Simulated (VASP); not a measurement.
# BeCoF4 (P4/mmm) in VASP: notebook

Runs on BeCoF4. Level: PBE. Tasks: single point.

Program: VASP 6.6.1. These are calculated values, not measurements. Logs are shortened: lines on timing, memory, paths and dates and some standing lists are left out, and cuts for length are marked.

## Step 1: The cell of the first run

Symmetry: P4/mmm, No. 123, tetragonal system. The conventional cell has a = 3.390 Å, b = 3.390 Å, c = 4.876 Å, α = 90.00°, β = 90.00°, γ = 90.00°. Within 2.7 Å of Be (site symmetry 4/mmm) lie 8 F at 2.04 Å. Co (site symmetry 4/mmm) has 8 F at 2.13 Å within 2.8 Å. F (site symmetry 2mm) has 2 Be at 2.04 Å and 2 Co at 2.13 Å and 6 F at 2.28 to 2.59 Å within 2.7 Å.

## Step 2: Single point, PBE, collinear spin, ferromagnetic start

INCAR reads:

```
ALGO = Normal
EDIFF = 1E-7
ENCUT = 520
GGA = PE
ISIF = 2
ISMEAR = 0
ISPIN = 2
LASPH = True
LCHARG = True
LELF = True
LMAXMIX = 4
LORBIT = 11
LREAL = False
LVHAR = True
LWAVE = False
MAGMOM = 0 3 0 0 0 0
NBANDS = 32
NELM = 150
PREC = Accurate
SIGMA = 0.1
```

KPOINTS reads:

```
k-points
0
Gamma
  4 4 4
```

POSCAR reads:

```
BeCoF4
1.0
    3.3899878351      0.0000000000      0.0000000000
    0.0000000000      3.3899878351      0.0000000000
    0.0000000000      0.0000000000      4.8757404679
Be Co F
1 1 4
Direct
    0.0000000000      0.0000000000      0.0000000000
    0.5000000000      0.5000000000      0.5000000000
    0.5000000000      0.0000000000      0.2341083320
    0.0000000000      0.5000000000      0.7658916680
    0.5000000000      0.0000000000      0.7658916680
    0.0000000000      0.5000000000      0.2341083320
```

Potentials or basis: VASP PAW PBE potentials, release 64 (Be, Co, F).

Started as:

```sh
> cat potpaw_PBE.64/Be/POTCAR potpaw_PBE.64/Co/POTCAR potpaw_PBE.64/F/POTCAR > POTCAR
> mpirun -np 1 vasp_std > vasp.out
```

OUTCAR:

```text
EDIFF = 1E-7
   ENCUT = 520
   GGA = PE
   ISIF = 2
   ISMEAR = 0
   ISPIN = 2
   LASPH = True
   LORBIT = 11
   LREAL = False
   NELM = 150
   PREC = Accurate

 ion  position               nearest neighbor table
   1  0.000  0.000  0.000-   3 2.04   4 2.04   5 2.04   6 2.04   4 2.04   6 2.04   3 2.04   5 2.04

   2  0.500  0.500  0.500-   3 2.13   4 2.13   5 2.13   6 2.13   3 2.13   5 2.13   4 2.13   6 2.13

   3  0.500  0.000  0.234-   1 2.04   1 2.04   2 2.13   2 2.13
   4  0.000  0.500  0.766-   1 2.04   1 2.04   2 2.13   2 2.13
   5  0.500  0.000  0.766-   1 2.04   1 2.04   2 2.13   2 2.13
   6  0.000  0.500  0.234-   1 2.04   1 2.04   2 2.13   2 2.13

  LATTYP: Found a simple tetragonal cell.
 ALAT       =     3.3899878351
 C/A-ratio  =     1.4382766857

  Lattice vectors:

 A1 = (   3.3899878351,   0.0000000000,   0.0000000000)
 A2 = (   0.0000000000,   3.3899878351,   0.0000000000)
 A3 = (   0.0000000000,   0.0000000000,   4.8757404679)

Analysis of symmetry for initial positions (statically):
=====================================================================
 Subroutine PRICEL returns:
 Original cell was already a primitive cell.

 Routine SETGRP: Setting up the symmetry group for a
 simple tetragonal supercell.

 Subroutine GETGRP returns: Found 16 space group operations
 (whereof 16 operations were pure point group operations)
 out of a pool of 16 trial point group operations.

The static configuration has the point symmetry D_4h.

Analysis of symmetry for dynamics (positions and initial velocities):
=====================================================================
 Subroutine PRICEL returns:
 Original cell was already a primitive cell.

 Routine SETGRP: Setting up the symmetry group for a
 simple tetragonal supercell.

 Subroutine GETGRP returns: Found 16 space group operations
 (whereof 16 operations were pure point group operations)
 out of a pool of 16 trial point group operations.

The dynamic configuration has the point symmetry D_4h.

Analysis of structural, dynamic, and magnetic symmetry:
=====================================================================
 Subroutine PRICEL returns:
 Original cell was already a primitive cell.

 Routine SETGRP: Setting up the symmetry group for a
 simple tetragonal supercell.

 Subroutine GETGRP returns: Found 16 space group operations
 (whereof 16 operations were pure point group operations)
 out of a pool of 16 trial point group operations.

The overall configuration has the point symmetry D_4h.

 Subroutine INISYM returns: Found 16 space group operations
 (whereof 16 operations are pure point group operations),
 and found     1 'primitive' translations

----------------------------------------------------------------------------------------

                                     Primitive cell

  volume of cell :      56.0321

  direct lattice vectors                    reciprocal lattice vectors
     3.389987835  0.000000000  0.000000000     0.294986309  0.000000000  0.000000000
     0.000000000  3.389987835  0.000000000     0.000000000  0.294986309  0.000000000
     0.000000000  0.000000000  4.875740468     0.000000000  0.000000000  0.205097053

  length of vectors
     3.389987835  3.389987835  4.875740468     0.294986309  0.294986309  0.205097053

  position of ions in fractional coordinates (direct lattice)
     0.000000000  0.000000000  0.000000000
     0.500000000  0.500000000  0.500000000
     0.500000000  0.000000000  0.234108332
     0.000000000  0.500000000  0.765891668
     0.500000000  0.000000000  0.765891668
     0.000000000  0.500000000  0.234108332

  ion indices of the primitive-cell ions
   primitive index   ion index
                 1           1
                 2           2
                 3           3
                 4           4
                 5           5
                 6           6

----------------------------------------------------------------------------------------

 KPOINTS: k-points

Automatic generation of k-mesh.
 Grid dimensions read from file:
 generate k-points for:    4    4    4

 Generating k-lattice:

  Cartesian coordinates                     Fractional coordinates (reciprocal lattice)
     0.073746577  0.000000000  0.000000000     0.250000000  0.000000000  0.000000000
     0.000000000  0.073746577  0.000000000     0.000000000  0.250000000  0.000000000
     0.000000000  0.000000000  0.051274263     0.000000000  0.000000000  0.250000000

  Length of vectors
     0.073746577  0.073746577  0.051274263

  Shift w.r.t. Gamma in fractional coordinates (k-lattice)
     0.000000000  0.000000000  0.000000000

 Subroutine IBZKPT returns following result:
 ===========================================

 Found     18 irreducible k-points:

 Following reciprocal coordinates:
            Coordinates               Weight
  0.000000  0.000000  0.000000      1.000000
  0.250000  0.000000  0.000000      4.000000
  0.500000  0.000000  0.000000      2.000000
  0.250000  0.250000  0.000000      4.000000
  0.500000  0.250000  0.000000      4.000000
  0.500000  0.500000  0.000000      1.000000
[... 10 lines left out ...]
  0.500000  0.250000  0.500000      4.000000
  0.500000  0.500000  0.500000      1.000000
   k-points           NKPTS =     18   k-points in BZ     NKDIM =     18   number of bands    NBANDS=     32
   number of dos      NEDOS =    301   number of ions     NIONS =      6
   total plane-waves  NPLWV =  28224
   dimension x,y,z NGX =    28 NGY =   28 NGZ =   36
   dimension x,y,z NGXF=    56 NGYF=   56 NGZF=   72
   ions per type =               1   1   4
   NGX,Y,Z   is equivalent  to a cutoff of  13.73, 13.73, 12.27 a.u.
   NGXF,Y,Z  is equivalent  to a cutoff of  27.46, 27.46, 24.55 a.u.
 SYSTEM =  unknown system
   PREC   = accura    normal or accurate (medium, high low for compatibility)
   ISTART =      0    job   : 0-new  1-cont  2-samecut
   ICHARG =      2    charge: 1-file 2-atom 10-const
   ISPIN  =      2    spin polarized calculation?
   LNONCOLLINEAR =      F non collinear calculations
   LSORBIT =      F    spin-orbit coupling
   LASPH  =      T    aspherical Exc in radial PAW
   ENCUT  =  520.0 eV  38.22 Ry    6.18 a.u.   6.30  6.30  9.07*2*pi/ulx,y,z
   NELM   =    150;   NELMIN=  2; NELMDL= -5     # of ELM steps
   EDIFF  = 0.1E-06   stopping-criterion for ELM
   LREAL  =      F    real-space projection
   EDIFFG = 0.1E-05   stopping-criterion for IOM
   NSW    =      0    number of steps for IOM
   IBRION =     -1    ionic relax: 0-MD 1-quasi-New 2-CG
   NFREE  =      0    steps in history (QN), initial steepest desc. (CG)
   ISIF   =      2    stress and relaxation
   ISYM   =      2    0-nonsym 1-usesym 2-fastsym
   POTIM  = 0.5000    time-step for ionic-motion
   TEBEG  =    0.0;   TEEND  =   0.0 temperature during run
   PSTRESS=    0.0 pullay stress
   NELECT =      39.0000    total number of electrons
   NUPDOWN=      -1.0000    fix difference up-down
   EMIN   =  10.00;   EMAX   =-10.00  energy-range for DOS
   EFERMI =   0.00;   METHOD = LEGACY
   ISMEAR =     0;   SIGMA  =   0.10  broadening in eV -4-tet -1-fermi 0-gaus
   EFERMI_NEDOS =   21; number of points for ismear=-14 and -15
   IALGO  =     38    algorithm
   IMIX   =      4    mixing-type and parameters
     AMIX     =   0.40;   BMIX     =  1.00
     AMIX_MAG =   1.60;   BMIX_MAG =  1.00
  volume/ion in A,a.u.               =       9.34        63.02
  Fermi-wavevector in a.u.,A,eV,Ry     =   1.450833  2.741677 28.639125  2.104916
  Thomas-Fermi vector in A             =   2.568400
   LORBIT       =     11    0 simple, 1 ext, 2 COOP (PROOUT), +10 PAW based schemes
   GGA     = PE    functional components
   LHFCALC =     F    Hartree Fock is set to
   AEXX    =    0.0000 exact exchange contribution
   IVDW    =     0    specifies the selected vdW correction
   LEPSILON=     F    determine dielectric tensor
   LRPA    =     F    only Hartree local field effects (RPA)
 spin polarized calculation
 Gauss-broadening in eV      SIGMA  =   0.10
  energy-cutoff  :      520.00
  volume of cell :       56.03
 maximum number of plane-waves:      1520
 NGX is ok and might be reduce to    28
   NGX = 13   NGY = 13   NGZ = 19

 number of electron      38.9999952 magnetization       2.9999943

 Free energy of the ion-electron system (eV)
  ---------------------------------------------------
  ext. energy  EPLUGINS =         0.00000000
  ---------------------------------------------------
  free energy    TOTEN  =       -29.80698514 eV

  energy without entropy =      -29.80698514  energy(sigma->0) =      -29.80698514

 E-fermi :   4.5669     XC(G=0): -10.8170

 val. band max:        4.0403210684   @ k =   0.5000   0.5000   0.5000
 cond. band min:       5.4669768759   @ k =   0.5000   0.0000   0.0000
 fundamental gap:      1.4266558075
 Fermi energy:         4.5669467511

 spin component 1

 k-point     1 :       0.0000    0.0000    0.0000
  band No.  band energies     occupation
      1     -20.6612      1.00000
      2     -19.7596      1.00000
      3     -19.0099      1.00000
      4     -18.3461      1.00000
      5      -4.1329      1.00000
      6      -2.7323      1.00000
[... 23 lines left out ...]
     30      17.8941      0.00000
     31      22.0775      0.00000

 k-point     2 :       0.2500    0.0000    0.0000
  band No.  band energies     occupation
      1     -20.4196      1.00000
      2     -19.5644      1.00000
      3     -19.2473      1.00000
      4     -18.5653      1.00000
      5      -3.7921      1.00000
      6      -2.8359      1.00000
[... 536 lines left out ...]
 k-point    18 :       0.5000    0.5000    0.5000
  band No.  band energies     occupation
      1     -19.5745      1.00000
      2     -19.5745      1.00000
      3     -19.2266      1.00000
      4     -19.2266      1.00000
      5      -3.8294      1.00000
      6      -3.5780      1.00000
[... 23 lines left out ...]
     30      15.5066      0.00000
     31      20.2194      0.00000
 Fermi energy:         4.5669467511

 spin component 2

 k-point     1 :       0.0000    0.0000    0.0000
  band No.  band energies     occupation
      1     -20.5341      1.00000
      2     -19.6286      1.00000
      3     -18.8695      1.00000
      4     -18.2069      1.00000
      5      -3.9689      1.00000
      6      -2.6249      1.00000
[... 23 lines left out ...]
     30      18.2436      0.00000
     31      22.4265      0.00000

 k-point     2 :       0.2500    0.0000    0.0000
  band No.  band energies     occupation
      1     -20.2915      1.00000
      2     -19.4311      1.00000
      3     -19.1101      1.00000
      4     -18.4257      1.00000
      5      -3.6261      1.00000
      6      -2.6074      1.00000
[... 536 lines left out ...]
 k-point    18 :       0.5000    0.5000    0.5000
  band No.  band energies     occupation
      1     -19.4394      1.00000
      2     -19.4394      1.00000
      3     -19.0906      1.00000
      4     -19.0906      1.00000
      5      -3.7850      1.00000
      6      -3.4956      1.00000
[... 23 lines left out ...]
     30      15.8413      0.00000
     31      20.8430      0.00000
 [bands above 31 left out]

------------------------ aborting loop because EDIFF is reached ----------------------------------------

  FORCE on cell =-STRESS in cart. coord.  units (eV):
  Direction    XX          YY          ZZ          XY          YZ          ZX
  --------------------------------------------------------------------------------------
  -------------------------------------------------------------------------------------
  Total       -0.1476425     -0.1476425     -0.1381646      0.0000000      0.0000000     -0.0000000
  in kB       -4.2216777     -4.2216777     -3.9506672      0.0000000      0.0000000     -0.0000000
  external PRESSURE =      -4.1313409 kB  Pullay stress =       0.0000000 kB

 VOLUME and BASIS-vectors are now :
 -----------------------------------------------------------------------------
  energy-cutoff  :      520.00
  volume of cell :       56.03
      direct lattice vectors                 reciprocal lattice vectors
     3.389987835  0.000000000  0.000000000     0.294986309  0.000000000  0.000000000
     0.000000000  3.389987835  0.000000000     0.000000000  0.294986309  0.000000000
     0.000000000  0.000000000  4.875740468     0.000000000  0.000000000  0.205097053

 POSITION                                       TOTAL-FORCE (eV/Angst)
 -----------------------------------------------------------------------------------
      0.00000      0.00000      0.00000         0.000000      0.000000     -0.000000
      1.69499      1.69499      2.43787         0.000000      0.000000     -0.000000
      1.69499      0.00000      1.14145        -0.000000     -0.000000      0.001121
      0.00000      1.69499      3.73429         0.000000     -0.000000     -0.001121
      1.69499      0.00000      3.73429         0.000000     -0.000000     -0.001121
      0.00000      1.69499      1.14145        -0.000000      0.000000      0.001121
 -----------------------------------------------------------------------------------
    total drift:                                0.000000     -0.000000      0.000000

  FREE ENERGIE OF THE ION-ELECTRON SYSTEM (eV)
  ---------------------------------------------------
  free  energy   TOTEN  =       -29.8069851353 eV

  energy  without entropy=      -29.8069851353  energy(sigma->0) =      -29.80698514

 total charge

# of ion       s       p       d       tot
------------------------------------------
    1        0.204   0.294   0.000   0.498
    2        0.233   0.290   7.082   7.605
    3        1.742   4.364   0.000   6.105
    4        1.742   4.364   0.000   6.105
    5        1.742   4.364   0.000   6.105
    6        1.742   4.364   0.000   6.105
--------------------------------------------------
tot          7.403  18.038   7.082  32.523

 magnetization (x)

# of ion       s       p       d       tot
------------------------------------------
    1       -0.002   0.000   0.000  -0.002
    2        0.008   0.008   2.667   2.683
    3        0.004   0.066   0.000   0.069
    4        0.004   0.066   0.000   0.069
    5        0.004   0.066   0.000   0.069
    6        0.004   0.066   0.000   0.069
--------------------------------------------------
tot          0.021   0.270   2.667   2.958
```

It took 2.3 min on 1 thread of Intel Xeon 8259CL, shared host; peak memory 0.22 GiB.

Results:

```
Free energy                                           : -29.8070 eV
Pressure                                              : -0.4 GPa
Band gap on the k mesh                                : 1.43 eV (least direct gap 1.45 eV)
Net moment                                            : 3.00 μB per cell
Site moments                                          : Be -0.00; Co +2.68; F +0.07 μB
Valence electrons inside the program's atomic spheres : Be 0.50; Co 7.61; F 6.11
```

Caveat: the k points lie up to 0.46 Å⁻¹ apart; a cell with one magnetic atom can't hold antiferromagnetic order, which such compounds often take. A k mesh can miss the band edges.

## Step 3: Single point, PBE, collinear spin, ferromagnetic start

INCAR reads:

```
SYSTEM = BeCoF4
PREC     = Accurate       ! precision mode
ENCUT    = 520            ! plane-wave cutoff, eV
EDIFF    = 1E-6           ! SCF threshold, eV
ISMEAR   = 0              ! smearing method
SIGMA    = 0.1            ! smearing width, eV
LREAL    = .False.        ! projectors in reciprocal space
LASPH    = .True.         ! aspherical terms in the spheres
NELM     = 150            ! most SCF steps
ALGO     = Normal         ! electronic algorithm
ISIF     = 2              ! what is computed and relaxed
LWAVE    = .False.        ! write WAVECAR
LCHARG   = .False.        ! write CHGCAR
ISPIN    = 2              ! spin polarisation
MAGMOM   = 0 2.86 0 0 0 0 ! initial moments
LORBIT   = 11             ! projections on sites
LMAXMIX  = 4              ! l up to which the mixer works
GGA      = PE             ! functional
NBANDS   = 32             ! bands
```

KPOINTS reads:

```
Automatic mesh
0
Gamma
  6 6 4
  0 0 0
```

POSCAR is that of step 2.

Potentials or basis: VASP PAW PBE potentials, release 64 (Be, Co, F).

Started as:

```sh
> cat potpaw_PBE.64/Be/POTCAR potpaw_PBE.64/Co/POTCAR potpaw_PBE.64/F/POTCAR > POTCAR
> mpirun -np 1 vasp_std > vasp.out
```

Run time: 3.1 min. Hardware: 1 thread of Intel Xeon 8259CL, shared host; peak memory 0.24 GiB.

The run converged. Its results:

```
Free energy                                           : -29.8073 eV
Pressure                                              : -0.4 GPa
Band gap on the k mesh                                : 1.43 eV (least direct gap 1.45 eV)
Net moment                                            : 3.00 μB per cell
Site moments                                          : Be -0.00; Co +2.68; F +0.07 μB
Valence electrons inside the program's atomic spheres : Be 0.50; Co 7.61; F 6.11
```

Levels at points of the mesh, in eV from the valence-band top:
Spin up:
```csv
k point,band 19,band 20,band 21,band 22,band 23,band 24
"(0.00, 0.00, 0.00)",-1.66,-1.11,-1.11,2.77,6.81,7.55
"(0.50, 0.00, 0.00)",-1.45,-1.45,-1.12,6.44,6.88,8.79
"(0.50, 0.50, 0.00)",-1.52,-1.52,-1.35,7.23,7.74,7.74
"(0.00, 0.00, 0.50)",-1.28,-1.28,-1.13,4.67,4.96,7.94
"(0.50, 0.00, 0.50)",-1.50,-1.30,-1.05,6.91,7.66,7.72
"(0.50, 0.50, 0.50)",-1.62,-1.51,-1.24,7.50,8.76,8.84
```
Spin down:
```tsv
k point	band 16	band 17	band 18	band 19	band 20	band 21
(0.00, 0.00, 0.00)	-2.72	-0.37	-0.22	1.69	2.07	2.07
(0.50, 0.00, 0.00)	-3.10	-0.15	-0.12	1.43	1.73	2.07
(0.50, 0.50, 0.00)	-2.62	-0.36	-0.01	1.64	1.64	1.72
(0.00, 0.00, 0.50)	-3.12	-0.22	-0.22	1.93	1.93	1.94
(0.50, 0.00, 0.50)	-4.55	-0.07	-0.06	1.60	1.77	1.98
(0.50, 0.50, 0.50)	-2.78	-0.21	0.00	1.45	1.45	1.76
```

Caveat: a cell with one magnetic atom can't hold antiferromagnetic order, which such compounds often take.

[end of part 1 of 2]
